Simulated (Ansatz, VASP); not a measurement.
LiF: VASP beside Ansatz

```
Li F
1.0
     3.14273    0.00000    0.00000
    -1.57137    2.72169    0.00000
     0.00000    0.00000    4.84955
Li F
2 2
Direct
  0.33333 0.66667 0.37087
  0.66667 0.33333 0.87087
  0.33333 0.66667 0.99393
  0.66667 0.33333 0.49393
```

Alike in both runs: task single point; functional PBE; k mesh 9 × 9 × 6; occupations gaussian, width 0.05 eV; no spin polarisation.

```csv
,VASP,Ansatz
version,VASP 6.6.1,Ansatz 0.2.0
potentials or method,"VASP PAW PBE potentials, release 64 (Li_sv, F), cutoff 520 eV","scalar-relativistic, plane waves, PAW"
valence electrons in the cell,20,20
```

Ansatz gave:

| Item | Value |
| --- | --- |
| gap on the k mesh at the Fermi level (eV) | 7.63 |
| least direct gap on the mesh (eV) | 7.63 |
| rms of the force components (eV/Å) | 0.128 |

Task: What did VASP give for the same quantities?

Result: gap on the k mesh at the Fermi level (eV): 7.62; least direct gap on the mesh (eV): 7.62; rms of the force components (eV/Å): 0.135.

Atom by atom the forces differ by 0.007 eV/Å (rms over components).

Noted on VASP's run: the cutoff is short for stress, so the pressure is rough.
